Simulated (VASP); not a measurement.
# Be (P1) in VASP: a series of runs

Runs on Be. Level: r2SCAN. Tasks: single point.

Everything below comes from runs of VASP 6.6.1. Logs are shortened: lines on timing, memory, paths and dates and some standing lists are left out, and cuts for length are marked.

**1. The cell of the first run**

The typed cell holds 36 atoms: a = 7.198 Å, b = 7.198 Å, c = 7.519 Å, α = 90.00°, β = 90.00°, γ = 120.00°.

**2. Single point, r2SCAN**

POSCAR

```
Be
1.0
    7.1976270000      0.0000000000      0.0000000000
   -3.5988140000      6.2333280000      0.0000000000
    0.0000000000      0.0000000000      7.5191210000
Be
36
Direct
   -0.0274382900     -0.0368984273     -0.0293119369
    0.0497534693      0.2351071530      0.3306104530
    0.0601634965     -0.0087433230      0.4850433980
    0.0207708208      0.1807541654      0.6805449733
   -0.1501934593      0.3690003157      0.0132462292
    0.1562122194      0.6916048698      0.2827591151
    0.0414011161      0.4308613312      0.4826628006
    0.0446583478      0.5384924394      0.7940555818
    0.0732212559      0.7784284735      0.0359350515
    0.1390513269      1.0026746547      0.2552426008
   -0.0542179344      0.6548989561      0.4979704410
    0.1058015564      0.8581772049      0.7211082253
    0.2705615491      0.0004171127      0.0354695715
    0.5282897967      0.2954120175      0.2469969562
    0.4038301972      0.0245133900      0.4826362018
    0.4246185658      0.1703744773      0.7429192854
    0.2793721741      0.3023264619      0.0861004897
    0.3356590247      0.5164335969      0.2843683457
    0.3553470929      0.3343478797      0.4846045169
    0.3492168525      0.5899256384      0.8206145373
    0.3374716653      0.7332680071      0.0768174897
    0.4692213047      0.8474124898      0.3263147381
    0.3545730524      0.7264016910      0.5465798462
    0.4162485610      0.8758724072      0.8067299356
    0.7330839657      0.0214973446      0.1027114739
    0.7661044749      0.2540376505      0.2573572097
    0.7455362338      0.1182033097      0.5336794022
    0.7597325563      0.2550483466      0.7610597037
    0.5544074477      0.1800643252     -0.0448988652
    0.7999304946      0.5824978246      0.2050372643
    0.6595217897      0.3608666189      0.4904296659
    0.8073537364      0.6138775306      0.7549020690
    0.6819102784      0.6979899020     -0.0054926633
    0.7891750512      0.8661986021      0.2534072799
    0.6640025657      0.7020487290      0.4568486130
    0.7055109749      0.9289740569      0.7254039402
```

INCAR.step1

```
  ALGO = Normal
  EDIFF = 1E-4
  ENCUT = 520
  GGA = PE
  ISMEAR = -1
  LASPH = True
  LCHARG = False
  LREAL = Auto
  LWAVE = True
  NBANDS = 60
  NELM = 60
  PREC = Accurate
  SIGMA = 0.3
```

INCAR.step2

```
  ALGO = Normal
  EDIFF = 1E-6
  ENCUT = 520
  ISIF = 2
  ISMEAR = -1
  ISTART = 1
  LASPH = True
  LCHARG = False
  LMIXTAU = True
  LREAL = Auto
  LWAVE = False
  METAGGA = R2SCAN
  NBANDS = 60
  NELM = 60
  PREC = Accurate
  SIGMA = 0.3
```

KPOINTS

```
k-points
0
Gamma
  2 2 2
```

Potentials or basis: VASP PAW PBE potentials, release 64 (Be).

Started as:

```bash
cat potpaw_PBE.64/Be/POTCAR > POTCAR
cp INCAR.step1 INCAR
mpirun -np 1 vasp_std > vasp.out
cp INCAR.step2 INCAR
mpirun -np 1 vasp_std > vasp.out
```

OUTCAR:

```text
EDIFF = 1E-6
   ENCUT = 520
   ISIF = 2
   ISMEAR = -1
   ISTART = 1
   LASPH = True
   LREAL = Auto
   METAGGA = R2SCAN
   NELM = 60
   PREC = Accurate

 ion  position               nearest neighbor table
   1  0.973  0.963  0.971-   9 1.87  33 2.01  13 2.08  25 2.20
   2  0.050  0.235  0.331-   7 1.84  18 2.07   3 2.14  10 2.15  26 2.18  19 2.26  17 2.35
   3  0.060  0.991  0.485-  10 1.81   4 2.12  12 2.12  11 2.13   2 2.14  19 2.32  15 2.36
   4  0.021  0.181  0.681-  36 2.11  27 2.11   3 2.12  28 2.28   7 2.28
   5  0.850  0.369  0.013-  29 1.92  26 1.98  28 2.04   8 2.11  30 2.26  25 2.30
   6  0.156  0.692  0.283-  21 1.95  22 1.98   9 2.14  11 2.14  18 2.21   7 2.22  10 2.31  30 2.35
                            23 2.38
   7  0.041  0.431  0.483-   2 1.84  11 2.05   6 2.22  27 2.23  23 2.25   4 2.28
   8  0.045  0.538  0.794-  20 2.04  32 2.06  28 2.06   5 2.11  12 2.19
   9  0.073  0.778  0.036-  13 1.52   1 1.87  21 2.11   6 2.14  30 2.17  10 2.19
  10  0.139  0.003  0.255-   3 1.81  13 1.91   2 2.15   9 2.19  34 2.20  17 2.26   6 2.31
  11  0.946  0.655  0.498-   7 2.05  31 2.09  32 2.13   3 2.13   6 2.14  12 2.14  35 2.24  30 2.38
[... 13 lines left out ...]
  23  0.355  0.726  0.547-  22 1.86  15 2.05  24 2.17   7 2.25  20 2.27   6 2.38
  24  0.416  0.876  0.807-  20 1.87  36 2.01  16 2.14  23 2.17  29 2.20  21 2.22  12 2.27
  25  0.733  0.021  0.103-  34 1.77  26 1.95   1 2.20   5 2.30  33 2.32  22 2.37  29 2.38
  26  0.766  0.254  0.257-  14 1.88  25 1.95   5 1.98   2 2.18  31 2.20  27 2.27  30 2.29
  27  0.746  0.118  0.534-  36 1.90  28 1.95   4 2.11  31 2.15   7 2.23  15 2.23  26 2.27
  28  0.760  0.255  0.761-  27 1.95  29 1.95   5 2.04   8 2.06  16 2.18  36 2.19   4 2.28
  29  0.554  0.180  0.955-  16 1.83  13 1.89   5 1.92  28 1.95  24 2.20  25 2.38  14 2.39
  30  0.800  0.582  0.205-  14 2.04  34 2.11  33 2.15   9 2.17   5 2.26  26 2.29   6 2.35  11 2.38

  31  0.660  0.361  0.490-  14 2.00  11 2.09  19 2.10  27 2.15  15 2.19  26 2.20
  32  0.807  0.614  0.755-  12 2.00   8 2.06  11 2.13  33 2.23
  33  0.682  0.698  0.995-   1 2.01  30 2.15  34 2.22  32 2.23  25 2.32
  34  0.789  0.866  0.253-  25 1.77  35 1.87  30 2.11  10 2.20  33 2.22  22 2.30
  35  0.664  0.702  0.457-  34 1.87  11 2.24  22 2.34
  36  0.706  0.929  0.725-  27 1.90  24 2.01   4 2.11  28 2.19

  LATTYP: Found a hexagonal cell.
 ALAT       =     7.1976270000
 C/A-ratio  =     1.0446666658

  Lattice vectors:

 A1 = (   7.1976270000,   0.0000000000,   0.0000000000)
 A2 = (  -3.5988140000,   6.2333280000,   0.0000000000)
 A3 = (   0.0000000000,   0.0000000000,   7.5191210000)

Analysis of symmetry for initial positions (statically):
=====================================================================
 Subroutine PRICEL returns:
 Original cell was already a primitive cell.

 Routine SETGRP: Setting up the symmetry group for a
 hexagonal supercell.

 Subroutine GETGRP returns: Found  1 space group operations
 (whereof  1 operations were pure point group operations)
 out of a pool of 24 trial point group operations.

The static configuration has the point symmetry C_1 .

Analysis of symmetry for dynamics (positions and initial velocities):
=====================================================================
 Subroutine PRICEL returns:
 Original cell was already a primitive cell.

 Routine SETGRP: Setting up the symmetry group for a
 hexagonal supercell.

 Subroutine GETGRP returns: Found  1 space group operations
 (whereof  1 operations were pure point group operations)
 out of a pool of 24 trial point group operations.

The dynamic configuration has the point symmetry C_1 .

 Subroutine INISYM returns: Found  1 space group operations
 (whereof  1 operations are pure point group operations),
 and found     1 'primitive' translations

----------------------------------------------------------------------------------------

                                     Primitive cell

  volume of cell :     337.3466

  direct lattice vectors                    reciprocal lattice vectors
     7.197627000  0.000000000  0.000000000     0.138934679  0.080213984  0.000000000
    -3.598814000  6.233328000  0.000000000     0.000000000  0.160427945  0.000000000
     0.000000000  0.000000000  7.519121000     0.000000000  0.000000000  0.132994269

  length of vectors
     7.197627000  7.197627398  7.519121000     0.160427954  0.160427945  0.132994269

  position of ions in fractional coordinates (direct lattice)
     0.972561710  0.963101573  0.970688063
     0.049753469  0.235107153  0.330610453
     0.060163497  0.991256677  0.485043398
     0.020770821  0.180754165  0.680544973
     0.849806541  0.369000316  0.013246229
     0.156212219  0.691604870  0.282759115
[... 28 lines left out ...]
     0.664002566  0.702048729  0.456848613
     0.705510975  0.928974057  0.725403940

  ion indices of the primitive-cell ions
   primitive index   ion index
                 1           1
[... 52 lines left out ...]
   NGXF,Y,Z  is equivalent  to a cutoff of  24.95, 24.95, 24.76 a.u.
 SYSTEM =  unknown system
   PREC   = accura    normal or accurate (medium, high low for compatibility)
   ISTART =      1    job   : 0-new  1-cont  2-samecut
   ICHARG =      0    charge: 1-file 2-atom 10-const
   ISPIN  =      1    spin polarized calculation?
   LNONCOLLINEAR =      F non collinear calculations
   LSORBIT =      F    spin-orbit coupling
   LASPH  =      T    aspherical Exc in radial PAW
   ENCUT  =  520.0 eV  38.22 Ry    6.18 a.u.  13.38 13.38 13.98*2*pi/ulx,y,z
   NELM   =     60;   NELMIN=  2; NELMDL=  0     # of ELM steps
   EDIFF  = 0.1E-05   stopping-criterion for ELM
   LREAL  =      T    real-space projection
   EDIFFG = 0.1E-04   stopping-criterion for IOM
   NSW    =      0    number of steps for IOM
   IBRION =     -1    ionic relax: 0-MD 1-quasi-New 2-CG
   NFREE  =      0    steps in history (QN), initial steepest desc. (CG)
   ISIF   =      2    stress and relaxation
   ISYM   =      2    0-nonsym 1-usesym 2-fastsym
   POTIM  = 0.5000    time-step for ionic-motion
   TEBEG  =    0.0;   TEEND  =   0.0 temperature during run
   PSTRESS=    0.0 pullay stress
   NELECT =      72.0000    total number of electrons
   NUPDOWN=      -1.0000    fix difference up-down
   EMIN   =  10.00;   EMAX   =-10.00  energy-range for DOS
   EFERMI =   0.00;   METHOD = LEGACY
   ISMEAR =    -1;   SIGMA  =   0.30  broadening in eV -4-tet -1-fermi 0-gaus
   EFERMI_NEDOS =   21; number of points for ismear=-14 and -15
   IALGO  =     38    algorithm
   IMIX   =      4    mixing-type and parameters
     AMIX     =   0.40;   BMIX     =  1.00
     AMIX_MAG =   1.60;   BMIX_MAG =  1.00
  volume/ion in A,a.u.               =       9.37        63.24
  Fermi-wavevector in a.u.,A,eV,Ry     =   0.978348  1.848810 13.023028  0.957166
  Thomas-Fermi vector in A             =   2.109117
   LORBIT       =      0    0 simple, 1 ext, 2 COOP (PROOUT), +10 PAW based schemes
   METAGGA = R2SCAN    functional components
   LHFCALC =     F    Hartree Fock is set to
   AEXX    =    0.0000 exact exchange contribution
   IVDW    =     0    specifies the selected vdW correction
   LEPSILON=     F    determine dielectric tensor
   LRPA    =     F    only Hartree local field effects (RPA)
 non-spin polarized calculation
  energy-cutoff  :      520.00
  volume of cell :      337.35
 maximum number of plane-waves:      9100
 NGX is ok and might be reduce to    54
   NGX = 27   NGY = 27   NGZ = 27

 number of electron      72.0000000 magnetization

 Free energy of the ion-electron system (eV)
  ---------------------------------------------------
  ext. energy  EPLUGINS =         0.00000000
  ---------------------------------------------------
  free energy    TOTEN  =      -134.74527642 eV

  energy without entropy =     -132.61118307  energy(sigma->0) =     -133.67822975

 E-fermi :   5.2435     XC(G=0): -10.5577

 val. band max:        5.1764874315   @ k =   0.0000   0.0000   0.0000
 cond. band min:       5.2435509787   @ k =   0.0000   0.5000   0.0000
 fundamental gap:      0.0670635472
 Fermi energy:         5.2435155696

 k-point     1 :       0.0000    0.0000    0.0000
  band No.  band energies     occupation
      1      -5.6721      2.00000
      2      -3.6547      2.00000
      3      -3.5962      2.00000
      4      -2.8690      2.00000
      5      -2.7889      2.00000
      6      -2.5927      2.00000
[... 397 lines left out ...]
     47       7.8008      0.00040
     48       8.2374      0.00009
 [bands above 48 left out]

------------------------ aborting loop because EDIFF is reached ----------------------------------------

  FORCE on cell =-STRESS in cart. coord.  units (eV):
  Direction    XX          YY          ZZ          XY          YZ          ZX
  --------------------------------------------------------------------------------------
  -------------------------------------------------------------------------------------
  Total        9.7932413     12.8287900      1.2878733      1.9914409     -5.7009888     -4.1829065
  in kB       46.5115323     60.9284159      6.1165614      9.4580504    -27.0759920    -19.8660875
  external PRESSURE =      37.8521699 kB  Pullay stress =       0.0000000 kB

 VOLUME and BASIS-vectors are now :
 -----------------------------------------------------------------------------
  energy-cutoff  :      520.00
  volume of cell :      337.35
      direct lattice vectors                 reciprocal lattice vectors
     7.197627000  0.000000000  0.000000000     0.138934679  0.080213984  0.000000000
    -3.598814000  6.233328000  0.000000000     0.000000000  0.160427945  0.000000000
     0.000000000  0.000000000  7.519121000     0.000000000  0.000000000  0.132994269

 POSITION                                       TOTAL-FORCE (eV/Angst)
 -----------------------------------------------------------------------------------
      3.53411      6.00333      7.29872        -0.949976      1.458194     -0.256717
     -0.48800      1.46550      2.48590         0.398982     -2.484159     -1.441424
     -3.13431      6.17883      3.64710        -1.311792     -0.417891      1.931196
     -0.50100      1.12670      5.11710         0.438291      1.168945      0.795570
      4.78863      2.30010      0.09960         1.056107      1.857193      0.192962
     -1.36460      4.31100      2.12610        -0.869714     -0.351679      1.045029
[... 28 lines left out ...]
      2.25270      4.37610      3.43510        -0.404077     -2.086935      1.791735
      1.73480      5.79060      5.45440         1.575304     -2.294292      1.822202
 -----------------------------------------------------------------------------------
    total drift:                               -0.001439     -0.000560      0.002801

  FREE ENERGIE OF THE ION-ELECTRON SYSTEM (eV)
  ---------------------------------------------------
  free  energy   TOTEN  =      -134.7452764214 eV

  energy  without entropy=     -132.6111830705  energy(sigma->0) =     -133.67822975
```

Wall time 19 min (1 thread of Intel Xeon Platinum 8488C (Sapphire Rapids), shared host); peak memory 0.46 GiB.

What came out:

```yaml
Free_energy: -134.7453 eV
Pressure: 3.8 GPa
Largest_force: 9.479 eV/Å
Band_gap_on_the_k_mesh: zero (bands 36 and 37 overlap by 0.40 eV)
```

Forces on the atoms (eV/Å):
```
Be  -0.950  1.458 -0.257
Be   0.399 -2.484 -1.441
Be  -1.312 -0.418  1.931
Be   0.438  1.169  0.796
Be   1.056  1.857  0.193
Be  -0.870 -0.352  1.045
Be  -0.736  0.475  1.306
Be   1.141  0.779 -1.044
Be  -2.471 -9.130 -0.614
Be   0.595  0.183 -1.442
Be  -0.052  1.001  0.124
Be   0.705  1.435  0.567
Be   3.338  6.424 -1.607
Be  -2.835 -0.998 -1.049
Be  -1.770  1.210  0.114
Be  -1.575  0.447 -1.973
Be   0.338 -0.055 -1.376
Be   0.176  1.723  0.372
Be  -0.866 -0.917  0.575
Be   2.374 -1.807 -0.177
Be   1.118 -0.186 -1.671
Be   3.050  1.502 -1.791
Be  -0.069 -1.236  1.669
Be  -2.201  1.678  0.950
Be  -1.813  1.112 -3.342
Be   0.996  0.196  2.179
Be   0.309 -0.398 -2.967
Be   0.056 -0.001 -0.326
Be   0.808  0.040  2.852
Be   0.887 -0.049  1.410
Be   0.251  0.382  0.842
Be  -1.571 -0.843  0.091
Be  -1.586 -0.273  0.214
Be   1.468  0.460  0.234
Be  -0.404 -2.087  1.792
Be   1.575 -2.294  1.822
```

Levels at points of the mesh, in eV from the Fermi level:
```tsv
k point	band 32	band 33	band 34	band 35	band 36	band 37	band 38	band 39
(0.00, 0.00, 0.00)	-0.69	-0.40	-0.21	-0.07	0.13	0.22	0.36	0.56
(0.50, 0.00, 0.00)	-1.50	-1.21	-0.58	-0.27	0.05	0.14	0.55	0.82
(0.00, 0.50, 0.00)	-1.39	-1.21	-0.75	-0.47	0.00	0.30	0.43	0.69
(0.50, 0.50, 0.00)	-1.33	-1.07	-0.70	-0.63	-0.09	0.20	0.46	0.61
(0.00, 0.00, 0.50)	-1.24	-1.10	-0.82	-0.70	-0.66	-0.27	0.09	0.31
(0.50, 0.00, 0.50)	-1.29	-1.12	-0.94	-0.66	0.08	0.42	0.53	0.82
(0.00, 0.50, 0.50)	-1.36	-1.31	-0.74	-0.56	-0.49	0.27	0.85	1.01
(0.50, 0.50, 0.50)	-1.11	-1.04	-0.70	-0.55	-0.36	0.11	0.31	0.54
```

Caveat: the k points lie up to 0.50 Å⁻¹ apart; so wide a smearing shifts energies and pressures; the PAW data sets were made with another functional, which shifts forces and pressure a little.

**3. Single point, r2SCAN**

POSCAR

```
Be
1.0
    7.1976270000      0.0000000000      0.0000000000
   -3.5988140000      6.2333280000      0.0000000000
    0.0000000000      0.0000000000      7.5191210000
Be
36
Direct
    0.0302229872      0.0256845140      0.0352700801
    0.0865592152      0.2114921596      0.2253587886
   -0.0479643523     -0.0948450009      0.5708645997
    0.0227637283      0.2984441056      0.8062910545
   -0.2303756397      0.3970591633      0.0448323680
    0.1935615425      0.6900005904      0.3143186551
    0.0858405795      0.4196795035      0.5485880597
    0.1068432077      0.5972571955      0.7460180518
    0.0684236774      0.6049737797      0.0909015828
    0.0769166576      0.9192521234      0.3010059288
   -0.0001584247      0.6289738002      0.5231994538
    0.0422942773      0.8546477901      0.8286340917
    0.2776855586     -0.0389358622      0.0379299655
    0.4751748729      0.2934387537      0.2291358258
    0.3678290636      0.0188663263      0.5693351656
    0.3225299579      0.1604279448      0.8119300115
    0.3167207050      0.4054495448     -0.0013033438
    0.3651934663      0.5355726508      0.2813227770
    0.2203528485      0.2102408216      0.5104320040
    0.4468673068      0.5038560461      0.7412701564
    0.4716499155      0.7388990279     -0.0192841690
    0.5010393363      0.9813216952      0.2602830836
    0.3694979081      0.7309097163      0.5248618821
    0.4256417800      0.8792093084      0.7673769314
    0.7655143249      0.0859412500     -0.0300700042
    0.9248849309      0.3681981760      0.2759099102
    0.8342106885      0.1035722811      0.4762391774
    0.8284557147      0.3537596610      0.6791751323
    0.5322810097      0.1525669755     -0.0884145900
    0.7987147090      0.5865406088      0.2739681939
    0.5939640219      0.3901928472      0.5319903749
    0.7637676454      0.5658293611      0.7509920375
    0.6396981636      0.5621876468      0.0703938665
    0.7830666725      0.8992467587      0.2388577069
    0.6229149580      0.6736690256      0.4749358336
    0.7136976176      0.8572627656      0.7726568039
```

INCAR.step1

```
PREC = Accurate ; ENCUT = 520
ISMEAR = -1 ; SIGMA = 0.3
LREAL = Auto ; LASPH = T
NELM = 80 ; NBANDS = 60
GGA = PE ; ALGO = Normal
EDIFF = 1E-4 ; LWAVE = T
LCHARG = F
```

INCAR.step2

```
PREC = Accurate ; ENCUT = 520
EDIFF = 1E-6 ; ISMEAR = -1
SIGMA = 0.3 ; LREAL = Auto
LASPH = T ; NELM = 80
ALGO = Normal ; ISIF = 2
LWAVE = F ; LCHARG = F
METAGGA = R2SCAN ; LMIXTAU = T
NBANDS = 60 ; ISTART = 1
```

KPOINTS

```
Automatic mesh
0
Gamma
  2 2 2
```

Potentials or basis: VASP PAW PBE potentials, release 64 (Be).

Started as:

```bash
cat potpaw_PBE.64/Be/POTCAR > POTCAR
cp INCAR.step1 INCAR
mpirun -np 1 vasp_std > vasp.out
cp INCAR.step2 INCAR
mpirun -np 1 vasp_std > vasp.out
```

Wall time 20 min (1 thread of Intel Xeon Platinum 8488C (Sapphire Rapids), shared host); peak memory 0.46 GiB.

The run converged. Its results:

* Free energy: -136.2710 eV
* Pressure: 1.1 GPa
* Largest force: 4.587 eV/Å
* Band gap on the k mesh: zero (bands 36 and 37 overlap by 0.48 eV)

Forces on the atoms (eV/Å):
```
Be  -0.394 -0.241 -1.838
Be   0.430  0.587  1.618
Be   0.468 -0.180 -0.092
Be   2.974 -1.872  0.995
Be   0.990 -1.587 -0.716
Be  -0.386  0.842  0.608
Be   1.842 -0.996 -1.887
Be   0.746  1.640  2.557
Be   0.550  0.920 -2.322
Be   1.058  0.222  0.152
Be  -2.475  1.002 -0.884
Be   0.465 -1.033 -0.397
Be  -0.259 -1.186  0.637
Be  -0.538 -0.877  0.348
Be  -1.019  0.182 -1.488
Be  -4.065  0.049 -2.125
Be  -0.493 -1.452  0.642
Be   0.316 -0.074 -0.471
Be   0.489  0.590 -0.055
Be  -1.667  0.440 -0.592
Be  -0.128  0.544  1.307
Be   0.553  0.033  0.050
Be   0.033 -0.032  0.500
Be  -0.272  0.142  0.784
Be  -0.227 -0.167  1.519
Be  -0.961 -0.166  1.212
Be  -0.008 -0.126  0.095
Be  -1.021 -2.438 -0.120
Be   3.752  1.783  1.210
Be   1.097  0.256  1.640
Be   0.433 -1.487 -0.459
Be  -0.519  1.661  0.313
Be  -2.666  2.278 -2.156
Be  -0.734 -0.217 -0.490
Be   0.685  1.199  0.530
Be   0.950 -0.239 -0.622
```

Stress tensor (GPa, compression positive):
```
 6.58 -3.90  5.33
-3.90  2.16  2.32
 5.33  2.32 -5.59
```

Levels at points of the mesh, in eV from the Fermi level:
| k point | band 32 | band 33 | band 34 | band 35 | band 36 | band 37 | band 38 | band 39 | band 40 | band 41 |
| --- | --- | --- | --- | --- | --- | --- | --- | --- | --- | --- |
| (0.00, 0.00, 0.00) | -0.49 | -0.43 | -0.11 | -0.01 | 0.33 | 0.46 | 0.70 | 0.80 | 0.86 | 1.12 |
| (0.50, 0.00, 0.00) | -1.20 | -1.02 | -0.91 | -0.56 | -0.28 | 0.08 | 0.30 | 0.44 | 0.85 | 1.20 |
| (0.00, 0.50, 0.00) | -1.17 | -0.87 | -0.57 | -0.49 | -0.34 | -0.08 | 0.29 | 0.61 | 0.76 | 1.02 |
| (0.50, 0.50, 0.00) | -1.18 | -0.85 | -0.46 | -0.22 | -0.03 | 0.05 | 0.40 | 0.74 | 1.02 | 1.10 |
| (0.00, 0.00, 0.50) | -1.27 | -1.03 | -0.80 | -0.58 | -0.39 | -0.15 | 0.07 | 0.53 | 0.64 | 1.39 |
| (0.50, 0.00, 0.50) | -1.24 | -1.05 | -0.68 | -0.42 | -0.11 | 0.19 | 0.57 | 0.69 | 1.18 | 1.35 |
| (0.00, 0.50, 0.50) | -1.16 | -0.84 | -0.72 | -0.37 | -0.32 | -0.08 | 0.48 | 0.87 | 0.97 | 1.23 |
| (0.50, 0.50, 0.50) | -1.02 | -0.98 | -0.73 | -0.49 | -0.41 | 0.12 | 0.57 | 0.65 | 0.87 | 1.14 |

Caveat: the k points lie up to 0.50 Å⁻¹ apart; the atoms stand as in a frame of molecular dynamics; so wide a smearing shifts energies and pressures; the PAW data sets were made with another functional, which shifts forces and pressure a little.

The gap in the log of VASP goes by the Fermi energy; the results here count the filled bands.